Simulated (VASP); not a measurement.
# Mo6CO in VASP: further runs, part 2 of 2

VASP 6.6.1. Earlier steps stand in the parts before.

**4. Single point, PBE**

The input, INCAR:

```
SYSTEM = Mo6CO
PREC = Accurate ; ENCUT = 520
EDIFF = 1E-6 ; ISMEAR = 0
SIGMA = 0.1 ; LREAL = .FALSE.
LASPH = .TRUE. ; NELM = 60
ALGO = Normal ; ISIF = 2
LWAVE = .FALSE. ; LCHARG = .FALSE.
LDIPOL = .TRUE. ; IDIPOL = 3
DIPOL = 0.5 0.5 0.324 ; GGA = PE
NBANDS = 57
```

The input, KPOINTS:

```
Automatic mesh
0
G
  6 6 1
  0 0 0
```

The input, POSCAR:

```
Mo6CO
1.0
    4.4695765303      0.0000000000      0.0000000000
   -2.2347882651      3.8707668194      0.0000000000
    0.0000000000      0.0000000000     22.2595667262
Mo C O
6 1 1
Direct
    0.6666666667      0.3333333333      0.1796980170
    0.3333333333      0.6666666667      0.2206848206
    0.0000000000      0.0000000000      0.2616716241
    0.6666666667      0.3333333333      0.2990464568
    0.3333333333      0.6666666667      0.3355219825
    0.0000000000      0.0000000000      0.3710569405
    0.1666666667      0.3333333333      0.4537180283
    0.3114020655      0.6228041309      0.4672057164
```

Run with:

```sh
> cat potpaw_PBE.64/Mo_sv/POTCAR potpaw_PBE.64/C/POTCAR potpaw_PBE.64/O/POTCAR > POTCAR
> mpirun -np 1 vasp_std > vasp.out
```

It took 12 min on 1 thread of Intel Xeon Platinum 8259CL at 2.50GHz (Skylake/Cascade Lake), shared host; peak memory 0.64 GiB.

The run converged. Its results:

- Free energy: -74.0629 eV
- Largest force: 2.363 eV/Å
- Band gap on the k mesh: 0.06 eV (least direct gap 0.07 eV)

Forces in eV/Å, atoms in the order of the input:
```
Mo   0.000 -0.030  1.579
Mo   0.000  0.011 -0.091
Mo   0.000  0.131 -2.359
Mo   0.000  0.134 -0.626
Mo   0.000 -0.132  0.409
Mo   0.000 -0.466  1.640
C    0.000 -0.846 -1.972
O    0.000  1.198  1.421
```

Levels at points of the mesh, in eV from the valence-band top:
| k point | band 45 | band 46 | band 47 | band 48 | band 49 | band 50 |
| --- | --- | --- | --- | --- | --- | --- |
| (0.00, 0.00, 0.00) | -1.20 | -1.20 | -0.71 | 0.25 | 0.44 | 0.51 |
| (0.50, 0.00, 0.00) | -0.72 | -0.16 | -0.04 | 0.06 | 0.25 | 0.52 |
| (0.00, 0.50, 0.00) | -0.57 | -0.19 | 0.00 | 0.07 | 0.24 | 0.52 |

Caveat: semilocal functionals underestimate gaps, and a narrow one can read as zero.

**5. Single point, PBE**

The input, INCAR:

```
  ALGO = Normal
  DIPOL = 0.5 0.5 0.325
  EDIFF = 1E-6
  ENCUT = 520
  GGA = PE
  IDIPOL = 3
  ISIF = 2
  ISMEAR = 0
  LASPH = T
  LCHARG = F
  LDIPOL = T
  LREAL = F
  LWAVE = F
  NBANDS = 57
  NELM = 60
  PREC = Accurate
  SIGMA = 0.1
```

The input, KPOINTS:

```
k-points
0
Gamma
  6 6 1
```

POSCAR: that of step 4 with these lines changed.

```diff
@@ -14,3 +14,3 @@
     0.0000000000      0.0000000000      0.3710569405
-    0.1666666667      0.3333333333      0.4537180283
-    0.3114020655      0.6228041309      0.4672057164
+    0.1666666667      0.3333333333      0.4438346374
+    0.2415872221      0.4831744442      0.4889653212
```

Potentials or basis: VASP PAW PBE potentials, release 64 (Mo_sv, C, O).

Run with:

```sh
> cat potpaw_PBE.64/Mo_sv/POTCAR potpaw_PBE.64/C/POTCAR potpaw_PBE.64/O/POTCAR > POTCAR
> mpirun -np 1 vasp_std > vasp.out
```

OUTCAR:

```text
EDIFF = 1E-6
   ENCUT = 520
   GGA = PE
   ISIF = 2
   ISMEAR = 0
   LASPH = T
   LREAL = F
   NELM = 60
   PREC = Accurate

 ion  position               nearest neighbor table
   1  0.667  0.333  0.180-   4 2.66   2 2.74   2 2.74   2 2.74   3 3.16   3 3.16   3 3.16
   2  0.333  0.667  0.221-   5 2.56   3 2.74   3 2.74   3 2.74   1 2.74   1 2.74   1 2.74   4 3.11
                             4 3.11   4 3.11
   3  0.000  0.000  0.262-   6 2.43   4 2.71   4 2.71   4 2.71   2 2.74   2 2.74   2 2.74   5 3.06
                             5 3.06   5 3.06   1 3.16   1 3.16   1 3.16
   4  0.667  0.333  0.299-   1 2.66   5 2.71   5 2.71   5 2.71   3 2.71   3 2.71   3 2.71   6 3.04
                             6 3.04   6 3.04   2 3.11   2 3.11   2 3.11
   5  0.333  0.667  0.336-   2 2.56   6 2.70   6 2.70   6 2.70   4 2.71   4 2.71   4 2.71   7 2.73
                             3 3.06   3 3.06   3 3.06
   6  0.000  0.000  0.371-   7 2.07   3 2.43   5 2.70   5 2.70   5 2.70   4 3.04   4 3.04   4 3.04

   7  0.167  0.333  0.444-   8 1.16   6 2.07   5 2.73
   8  0.242  0.483  0.489-   7 1.16

  LATTYP: Found a hexagonal cell.
 ALAT       =     4.4695765303
 C/A-ratio  =     4.9802406504

[... 198 lines left out ...]
      5     -60.4784      2.00000
      6     -60.4053      2.00000
[... 769 lines left out ...]
     56       1.8913      0.00000
     57       2.2125      0.00000

------------------------ aborting loop because EDIFF is reached ----------------------------------------

 vacuum level on the upper side and lower side of the slab       (xc-potential included)         0.727        -0.961

  FORCE on cell =-STRESS in cart. coord.  units (eV):
  Direction    XX          YY          ZZ          XY          YZ          ZX
  --------------------------------------------------------------------------------------
  -------------------------------------------------------------------------------------
  Total       -4.5965702     -3.5277903      1.4419996     -0.0000000      0.6412914      0.0000000
  in kB      -19.1233683    -14.6768632      5.9992317     -0.0000000      2.6680004      0.0000000
  external PRESSURE =      -9.2669999 kB  Pullay stress =       0.0000000 kB

 VOLUME and BASIS-vectors are now :
 -----------------------------------------------------------------------------
  energy-cutoff  :      520.00
  volume of cell :      385.11
      direct lattice vectors                 reciprocal lattice vectors
     4.469576530  0.000000000  0.000000000     0.223734842  0.129173371  0.000000000
    -2.234788265  3.870766819  0.000000000     0.000000000  0.258346743  0.000000000
     0.000000000  0.000000000 22.259566726     0.000000000  0.000000000  0.044924504

 POSITION                                       TOTAL-FORCE (eV/Angst)
 -----------------------------------------------------------------------------------
      2.23479      1.29026      4.00000        -0.000000     -0.042849      1.665497
     -0.00000      2.58051      4.91235        -0.000000     -0.097710     -0.324728
      0.00000      0.00000      5.82470         0.000000      0.306785     -2.397746
      2.23479      1.29026      6.65664         0.000000      0.009120     -0.745184
     -0.00000      2.58051      7.46857         0.000000      0.019453      0.473893
      0.00000      0.00000      8.25957        -0.000000     -0.491527      1.459559
      0.00000      1.29026      9.87957        -0.000000     -0.134139     -1.205560
      0.00000      1.87026     10.88416         0.000000      0.430868      1.074269
 -----------------------------------------------------------------------------------
    total drift:                                0.000000      0.000041      0.001029

  FREE ENERGIE OF THE ION-ELECTRON SYSTEM (eV)
  ---------------------------------------------------
  free  energy   TOTEN  =       -74.8570713996 eV

  energy  without entropy=      -74.8188997871  energy(sigma->0) =      -74.83798559

 vacuum level on the upper side and lower side of the slab         5.335         3.601
```

It took 12 min on 1 thread of Intel Xeon Platinum 8259CL at 2.50GHz (Skylake/Cascade Lake), shared host; peak memory 0.64 GiB.

Results:

```yaml
Free_energy: -74.8571 eV
Largest_force: 2.417 eV/Å
Band_gap_on_the_k_mesh: zero (filled and empty bands touch)
```

Forces on the atoms (eV/Å):
```
Mo   0.000 -0.043  1.665
Mo   0.000 -0.098 -0.325
Mo   0.000  0.307 -2.398
Mo   0.000  0.009 -0.745
Mo   0.000  0.019  0.474
Mo   0.000 -0.492  1.460
C    0.000 -0.134 -1.206
O    0.000  0.431  1.074
```

Levels at points of the mesh, in eV from the Fermi level:
```
           k point  band 44  band 45  band 46  band 47  band 48  band 49  band 50  band 51
(0.00, 0.00, 0.00)    -1.35    -1.21    -1.20    -0.72     0.24     0.74     1.01     1.19
(0.50, 0.00, 0.00)    -1.32    -0.80    -0.20    -0.05     0.15     0.23     0.63     1.17
(0.00, 0.50, 0.00)    -1.21    -0.71    -0.24    -0.04     0.04     0.34     0.65     1.20
```

**6. Overview**

```tsv
cell	gap on the mesh (eV)	largest force (eV/Å)
as given, atomic positions A	none	1.51
as given, atomic positions B	0.02	2.54
as given, atomic positions C	0.06	2.36
as given, atomic positions D	none	2.42
```

Alike in all rows: task single point; level PBE; potentials or basis VASP PAW PBE potentials, release 64 (Mo_sv, C, O); no spin polarisation; k mesh 6 × 6 × 1; cutoff (eV) 520; smearing gaussian 0.1 eV.

Caveats: semilocal functionals underestimate gaps, and a narrow one can read as zero (at least some runs); the smearing spreads over this small gap (at least some runs).

Absolute energies hang on the potentials; compare differences alone.
